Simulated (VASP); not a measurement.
Write the native input for VASP 6.6.1 that does the following.

```
Task                   : single point
Functional             : PBE
Potentials or basis    : VASP PAW PBE potentials, release 64 (Be, Se)
Cutoff                 : 520 eV
k mesh                 : 6 × 6 × 6
Occupations            : gaussian, width 0.1 eV
Spin                   : no spin polarisation
Dipole correction      : no
Further INCAR settings : ALGO = Normal; EDIFF = 1e-07; NBANDS = 12
```

The structure of Be2Se lies in POSCAR:

```
Be2Se
1.0
    4.3837544700      0.0000000000      0.0000000000
   -2.1918772300      3.7964427300      0.0000000000
    0.0000000000      0.0000000000      2.6061071900
Be Se
2 1
Direct
    0.6666666700      0.3333333300      0.5000000000
    0.3333333300      0.6666666700      0.5000000000
    0.0000000000      0.0000000000      0.0000000000
```

The cell was built from a structure type or drawn by symmetry, and may not be a known phase.

One way to write it, as run:

INCAR

```
SYSTEM = Be2Se
  ALGO = Normal
  EDIFF = 1E-7
  ENCUT = 520
  GGA = PE
  ISIF = 2
  ISMEAR = 0
  LASPH = .TRUE.
  LCHARG = .FALSE.
  LREAL = .FALSE.
  LWAVE = .FALSE.
  NBANDS = 12
  NELM = 80
  PREC = Accurate
  SIGMA = 0.1
```

KPOINTS

```
k-points
0
G
  6 6 6
  0 0 0
```

Potentials or basis: VASP PAW PBE potentials, release 64 (Be, Se).

The run is started by

```sh
$ cat potpaw_PBE.64/Be/POTCAR potpaw_PBE.64/Se/POTCAR > POTCAR
$ mpirun -np 1 vasp_std > vasp.out
```

Results of the run:

```json
{"Pressure": "-2.0 GPa", "Band gap on the k mesh": "zero (bands 5 and 6 overlap by 3.98 eV)"}
```

Caveat: the k points lie up to 0.40 Å⁻¹ apart, too coarse for converged energies and pressures of a metal.

Run time: 6.5 s on 1 thread of Intel(R) Xeon(R) 6975P-C (Granite Rapids), on a shared host, peak memory 0.16 GiB.
